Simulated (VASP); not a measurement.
# Nb2PdSe5 (Immm) in VASP: single point with PBE

Aim: the single point of Nb2PdSe5 with PBE.

Program: VASP 6.6.1. These are calculated values, not measurements. Logs are shortened: lines on timing, memory, paths and dates and some standing lists are left out, and cuts for length are marked.

## 1. The cell of the first run

It takes space group Immm (No. 71, orthorhombic). Conventional cell: a = 4.793 Å, b = 7.254 Å, c = 10.612 Å, α = 90.00°, β = 90.00°, γ = 90.00°. Nb (site symmetry mm2) has 4 Se at 2.50 to 2.55 Å and 2 Pd at 2.88 Å and 1 Nb at 3.20 Å within 3.3 Å. Pd (site symmetry mmm) has 6 Se at 2.46 to 3.07 Å and 4 Nb at 2.88 Å within 3.2 Å. Se (site symmetry m2m) has 2 Nb at 2.50 Å and 5 Se at 2.94 to 3.40 Å and 2 Pd at 3.07 Å within 3.5 Å. Se (site symmetry mm2) has 1 Pd at 2.46 Å and 2 Nb at 2.55 Å and 2 Se at 3.32 Å within 3.4 Å. Within 3.9 Å of Se (site symmetry mmm) lie 8 Se at 2.94 to 3.72 Å and 2 Pd at 3.63 Å and 2 Nb at 3.71 Å.

The cell was built from a structure type or drawn by symmetry, and may not be a known phase.

## 2. Single point, PBE, collinear spin

Input file INCAR:

```
SYSTEM = Nb2PdSe5
PREC = Accurate ; ENCUT = 520
EDIFF = 1E-6 ; ISMEAR = 0
SIGMA = 0.1 ; LREAL = .False.
LASPH = .True. ; NELM = 150
ALGO = Normal ; ISIF = 2
LWAVE = .False. ; LCHARG = .False.
ISPIN = 2 ; MAGMOM = 0 0 1 0 0 0 0 0
LORBIT = 11 ; LMAXMIX = 4
GGA = PE ; NBANDS = 47
```

Input file KPOINTS:

```
regular mesh
0
Gamma
  4 4 4
  0 0 0
```

Input file POSCAR:

```
Nb2PdSe5
1.0
   -2.3963729560      3.6269333643      5.3062031531
    2.3963729560     -3.6269333643      5.3062031531
    2.3963729560      3.6269333643     -5.3062031531
Nb Pd Se
2 1 5
Direct
    0.3493475439      0.3493475439      0.0000000000
    0.6506524561      0.6506524561      0.0000000000
    0.5000000000      0.0000000000      0.5000000000
    0.2344174430      0.5000000000      0.7344174430
    0.7655825570      0.5000000000      0.2655825570
    0.2685607151      0.7685607151      0.5000000000
    0.7314392849      0.2314392849      0.5000000000
    0.0000000000      0.0000000000      0.0000000000
```

Potentials or basis: VASP PAW PBE potentials, release 64 (Nb_sv, Pd, Se).

Run with:

```
$ cat potpaw_PBE.64/Nb_sv/POTCAR potpaw_PBE.64/Pd/POTCAR potpaw_PBE.64/Se/POTCAR > POTCAR
$ mpirun -np 1 vasp_std > vasp.out
```

OUTCAR:

```text
SYSTEM = Nb2PdSe5
   PREC = Accurate
   ENCUT = 520
   EDIFF = 1E-6
   ISMEAR = 0
   LREAL = .False.
   LASPH = .True.
   NELM = 150
   ISIF = 2
   ISPIN = 2
   LORBIT = 11
   GGA = PE

 ion  position               nearest neighbor table
   1  0.349  0.349  0.000-   4 2.50   5 2.50   6 2.55   6 2.55   3 2.88   3 2.88
   2  0.651  0.651  0.000-   5 2.50   4 2.50   7 2.55   7 2.55   3 2.88   3 2.88
   3  0.500  0.000  0.500-   6 2.46   7 2.46   2 2.88   1 2.88   2 2.88   1 2.88   5 3.07   5 3.07
                             4 3.07   4 3.07
   4  0.234  0.500  0.734-   1 2.50   2 2.50   3 3.07   3 3.07
   5  0.766  0.500  0.266-   2 2.50   1 2.50   3 3.07   3 3.07
   6  0.269  0.769  0.500-   3 2.46   1 2.55   1 2.55
   7  0.731  0.231  0.500-   3 2.46   2 2.55   2 2.55
   8  0.000  0.000  0.000-

  LATTYP: Found a body centered orthorhombic cell.
 ALAT       =     4.7927459120
 B/A-ratio  =     1.5135095542
 C/A-ratio  =     2.2142643280

  Lattice vectors:

 A1 = (  -2.3963729560,   3.6269333643,   5.3062031531)
 A2 = (   2.3963729560,  -3.6269333643,   5.3062031531)
 A3 = (   2.3963729560,   3.6269333643,  -5.3062031531)

Analysis of symmetry for initial positions (statically):
=====================================================================
 Subroutine PRICEL returns:
 Original cell was already a primitive cell.

 Routine SETGRP: Setting up the symmetry group for a
 body centered orthorhombic supercell.

 Subroutine GETGRP returns: Found  8 space group operations
 (whereof  8 operations were pure point group operations)
 out of a pool of  8 trial point group operations.

The static configuration has the point symmetry D_2h.

Analysis of symmetry for dynamics (positions and initial velocities):
=====================================================================
 Subroutine PRICEL returns:
 Original cell was already a primitive cell.

 Routine SETGRP: Setting up the symmetry group for a
 body centered orthorhombic supercell.

 Subroutine GETGRP returns: Found  8 space group operations
 (whereof  8 operations were pure point group operations)
 out of a pool of  8 trial point group operations.

The dynamic configuration has the point symmetry D_2h.

Analysis of structural, dynamic, and magnetic symmetry:
=====================================================================
 Subroutine PRICEL returns:
 Original cell was already a primitive cell.

 Routine SETGRP: Setting up the symmetry group for a
 body centered orthorhombic supercell.

 Subroutine GETGRP returns: Found  8 space group operations
 (whereof  8 operations were pure point group operations)
 out of a pool of  8 trial point group operations.

The overall configuration has the point symmetry D_2h.

 Subroutine INISYM returns: Found  8 space group operations
 (whereof  8 operations are pure point group operations),
 and found     1 'primitive' translations

----------------------------------------------------------------------------------------

                                     Primitive cell

  volume of cell :     184.4751

  direct lattice vectors                    reciprocal lattice vectors
    -2.396372956  3.626933364  5.306203153     0.000000000  0.137857509  0.094229336
     2.396372956 -3.626933364  5.306203153     0.208648657  0.000000000  0.094229336
     2.396372956  3.626933364 -5.306203153     0.208648657  0.137857509  0.000000000

  length of vectors
     6.859521913  6.859521913  6.859521913     0.166984612  0.228939796  0.250077898

  position of ions in fractional coordinates (direct lattice)
     0.349347544  0.349347544  0.000000000
     0.650652456  0.650652456  0.000000000
     0.500000000  0.000000000  0.500000000
     0.234417443  0.500000000  0.734417443
     0.765582557  0.500000000  0.265582557
     0.268560715  0.768560715  0.500000000
     0.731439285  0.231439285  0.500000000
     0.000000000  0.000000000  0.000000000

  ion indices of the primitive-cell ions
   primitive index   ion index
                 1           1
                 2           2
                 3           3
[... 54 lines left out ...]
   total plane-waves  NPLWV = 157464
   dimension x,y,z NGX =    54 NGY =   54 NGZ =   54
   dimension x,y,z NGXF=   108 NGYF=  108 NGZF=  108
   ions per type =               2   1   5
   NGX,Y,Z   is equivalent  to a cutoff of  13.09, 13.09, 13.09 a.u.
   NGXF,Y,Z  is equivalent  to a cutoff of  26.17, 26.17, 26.17 a.u.
 SYSTEM =  Nb2PdSe5
   PREC   = accura    normal or accurate (medium, high low for compatibility)
   ISTART =      0    job   : 0-new  1-cont  2-samecut
   ICHARG =      2    charge: 1-file 2-atom 10-const
   ISPIN  =      2    spin polarized calculation?
   LNONCOLLINEAR =      F non collinear calculations
   LSORBIT =      F    spin-orbit coupling
   LASPH  =      T    aspherical Exc in radial PAW
   ENCUT  =  520.0 eV  38.22 Ry    6.18 a.u.  12.75 12.75 12.75*2*pi/ulx,y,z
   NELM   =    150;   NELMIN=  2; NELMDL= -5     # of ELM steps
   EDIFF  = 0.1E-05   stopping-criterion for ELM
   LREAL  =      F    real-space projection
   EDIFFG = 0.1E-04   stopping-criterion for IOM
   NSW    =      0    number of steps for IOM
   IBRION =     -1    ionic relax: 0-MD 1-quasi-New 2-CG
   NFREE  =      0    steps in history (QN), initial steepest desc. (CG)
   ISIF   =      2    stress and relaxation
   ISYM   =      2    0-nonsym 1-usesym 2-fastsym
   POTIM  = 0.5000    time-step for ionic-motion
   TEBEG  =    0.0;   TEEND  =   0.0 temperature during run
   PSTRESS=    0.0 pullay stress
   NELECT =      66.0000    total number of electrons
   NUPDOWN=      -1.0000    fix difference up-down
   EMIN   =  10.00;   EMAX   =-10.00  energy-range for DOS
   EFERMI =   0.00;   METHOD = LEGACY
   ISMEAR =     0;   SIGMA  =   0.10  broadening in eV -4-tet -1-fermi 0-gaus
   EFERMI_NEDOS =   21; number of points for ismear=-14 and -15
   IALGO  =     38    algorithm
   IMIX   =      4    mixing-type and parameters
     AMIX     =   0.40;   BMIX     =  1.00
     AMIX_MAG =   1.60;   BMIX_MAG =  1.00
  volume/ion in A,a.u.               =      23.06       155.61
  Fermi-wavevector in a.u.,A,eV,Ry     =   1.162189  2.196219 18.377170  1.350684
  Thomas-Fermi vector in A             =   2.298753
   LORBIT       =     11    0 simple, 1 ext, 2 COOP (PROOUT), +10 PAW based schemes
   GGA     = PE    functional components
   LHFCALC =     F    Hartree Fock is set to
   AEXX    =    0.0000 exact exchange contribution
   IVDW    =     0    specifies the selected vdW correction
   LEPSILON=     F    determine dielectric tensor
   LRPA    =     F    only Hartree local field effects (RPA)
 spin polarized calculation
 Gauss-broadening in eV      SIGMA  =   0.10
  energy-cutoff  :      520.00
  volume of cell :      184.48
 maximum number of plane-waves:      4990
 NGX is ok and might be reduce to    54
   NGX = 25   NGY = 25   NGZ = 25

 number of electron      66.0000002 magnetization      -0.0135347

 number of electron      66.0000002 magnetization       0.0002143

 Free energy of the ion-electron system (eV)
  ---------------------------------------------------
  ext. energy  EPLUGINS =         0.00000000
  ---------------------------------------------------
  free energy    TOTEN  =       -45.04952431 eV

  energy without entropy =      -45.02680698  energy(sigma->0) =      -45.03816564

 E-fermi :   5.4444     XC(G=0): -10.0566

 val. band max:        5.4409568836   @ k =   0.2500  -0.2500   0.2500
 cond. band min:       5.4554007715   @ k =   0.0000   0.5000   0.0000
 fundamental gap:      0.0144438879
 Fermi energy:         5.4443635831

 spin component 1

 k-point     1 :       0.0000    0.0000    0.0000
  band No.  band energies     occupation
      1     -50.1303      1.00000
      2     -50.1150      1.00000
      3     -26.3256      1.00000
      4     -26.2513      1.00000
      5     -26.2380      1.00000
      6     -26.2150      1.00000
[... 853 lines left out ...]
     44       9.3942      0.00000
     45       9.7520      0.00000
 Fermi energy:         5.4443635831

 spin component 2

 k-point     1 :       0.0000    0.0000    0.0000
  band No.  band energies     occupation
      1     -50.1303      1.00000
      2     -50.1150      1.00000
      3     -26.3255      1.00000
      4     -26.2513      1.00000
      5     -26.2379      1.00000
      6     -26.2149      1.00000
[... 853 lines left out ...]
     44       9.3942      0.00000
     45       9.7520      0.00000
 [bands above 45 left out]

------------------------ aborting loop because EDIFF is reached ----------------------------------------

  FORCE on cell =-STRESS in cart. coord.  units (eV):
  Direction    XX          YY          ZZ          XY          YZ          ZX
  --------------------------------------------------------------------------------------
  -------------------------------------------------------------------------------------
  Total       -0.3397825      0.3653575      0.7513999      0.0000000      0.0000000      0.0000000
  in kB       -2.9510305      3.1731511      6.5259517      0.0000000      0.0000000      0.0000000
  external PRESSURE =       2.2493574 kB  Pullay stress =       0.0000000 kB

 VOLUME and BASIS-vectors are now :
 -----------------------------------------------------------------------------
  energy-cutoff  :      520.00
  volume of cell :      184.48
      direct lattice vectors                 reciprocal lattice vectors
    -2.396372956  3.626933364  5.306203153     0.000000000  0.137857509  0.094229336
     2.396372956 -3.626933364  5.306203153     0.208648657  0.000000000  0.094229336
     2.396372956  3.626933364 -5.306203153     0.208648657  0.137857509  0.000000000

 POSITION                                       TOTAL-FORCE (eV/Angst)
 -----------------------------------------------------------------------------------
      0.00000      0.00000      3.70742        -0.000000     -0.000000      0.221045
      0.00000      0.00000      6.90499         0.000000      0.000000     -0.221045
      0.00000      3.62693      0.00000         0.000000      0.000000      0.000000
      2.39637      1.70043      0.00000         0.000000      0.137231      0.000000
      0.00000      1.92650      5.30620         0.000000     -0.137231      0.000000
      2.39637     -0.00000      2.85008         0.000000      0.000000      0.022384
      0.00000      3.62693      2.45613        -0.000000     -0.000000     -0.022384
      0.00000      0.00000      0.00000         0.000000      0.000000      0.000000
 -----------------------------------------------------------------------------------
    total drift:                               -0.000000     -0.000000      0.000000

  FREE ENERGIE OF THE ION-ELECTRON SYSTEM (eV)
  ---------------------------------------------------
  free  energy   TOTEN  =       -45.0495243099 eV

  energy  without entropy=      -45.0268069775  energy(sigma->0) =      -45.03816564

 total charge

# of ion       s       p       d       tot
------------------------------------------
    1        2.154   5.991   2.463  10.607
    2        2.154   5.991   2.463  10.607
    3        0.467   0.465   8.607   9.539
    4        1.493   2.230   0.073   3.796
    5        1.493   2.230   0.073   3.796
    6        1.462   2.364   0.052   3.878
    7        1.462   2.364   0.052   3.878
    8        1.510   2.135   0.022   3.667
--------------------------------------------------
tot         12.195  23.769  13.804  49.769

 magnetization (x)

# of ion       s       p       d       tot
------------------------------------------
    1        0.000   0.000   0.000   0.000
    2        0.000   0.000   0.000   0.000
    3        0.000   0.000   0.000   0.000
    4       -0.000  -0.000   0.000  -0.000
    5       -0.000  -0.000   0.000  -0.000
    6       -0.000  -0.000   0.000  -0.000
    7       -0.000  -0.000   0.000  -0.000
    8        0.000   0.000  -0.000   0.000
--------------------------------------------------
tot          0.000  -0.000   0.000   0.000
```

Run time: 9.6 min. Hardware: 1 thread of Intel Xeon Platinum 8259CL at 2.50GHz (Skylake/Cascade Lake), shared host; peak memory 0.65 GiB.

What came out:

* Free energy: -45.0495 eV
* Pressure: 0.2 GPa
* Largest force: 0.221 eV/Å
* Band gap on the k mesh: zero (filled and empty bands overlap)
* Net moment: 0.00 μB per cell
* Valence electrons inside the program's atomic spheres: Nb 10.61; Pd 9.54; Se 3.80, 3.88, 3.67 (each value once)

Forces on the atoms (eV/Å):
```
Nb   0.000  0.000  0.221
Nb   0.000  0.000 -0.221
Pd   0.000  0.000  0.000
Se   0.000  0.137  0.000
Se   0.000 -0.137  0.000
Se   0.000  0.000  0.022
Se   0.000  0.000 -0.022
Se   0.000  0.000  0.000
```

Stress tensor (GPa, compression positive):
```
-0.30  0.00  0.00
 0.00  0.32  0.00
 0.00  0.00  0.65
```

Levels at points of the mesh, in eV from the Fermi level:
Spin up:
```tsv
k point	band 29	band 30	band 31	band 32	band 33	band 34	band 35	band 36	band 37	band 38
(0.00, 0.00, 0.00)	-1.40	-1.16	-1.16	-0.89	-0.81	-0.34	-0.06	0.79	1.85	2.40
(0.50, 0.00, 0.00)	-1.94	-1.67	-1.23	-0.27	-0.24	-0.01	0.48	1.11	1.52	1.75
(0.00, 0.50, 0.00)	-1.76	-1.23	-1.05	0.01	0.34	0.76	0.80	0.82	1.06	1.38
(0.50, 0.50, 0.00)	-1.26	-1.04	-0.71	-0.15	0.10	0.35	0.91	1.02	1.19	1.54
(0.50, 0.50, 0.50)	-1.28	-0.97	-0.97	-0.80	-0.55	-0.42	-0.27	0.95	1.39	2.06
```
Spin down:
| k point | band 29 | band 30 | band 31 | band 32 | band 33 | band 34 | band 35 | band 36 | band 37 | band 38 |
| --- | --- | --- | --- | --- | --- | --- | --- | --- | --- | --- |
| (0.00, 0.00, 0.00) | -1.40 | -1.16 | -1.16 | -0.89 | -0.81 | -0.34 | -0.06 | 0.79 | 1.85 | 2.40 |
| (0.50, 0.00, 0.00) | -1.94 | -1.67 | -1.23 | -0.27 | -0.24 | -0.01 | 0.48 | 1.11 | 1.52 | 1.75 |
| (0.00, 0.50, 0.00) | -1.76 | -1.23 | -1.05 | 0.01 | 0.34 | 0.76 | 0.80 | 0.82 | 1.06 | 1.38 |
| (0.50, 0.50, 0.00) | -1.26 | -1.04 | -0.71 | -0.15 | 0.10 | 0.35 | 0.91 | 1.02 | 1.19 | 1.54 |
| (0.50, 0.50, 0.50) | -1.28 | -0.97 | -0.97 | -0.80 | -0.55 | -0.42 | -0.27 | 0.95 | 1.39 | 2.06 |
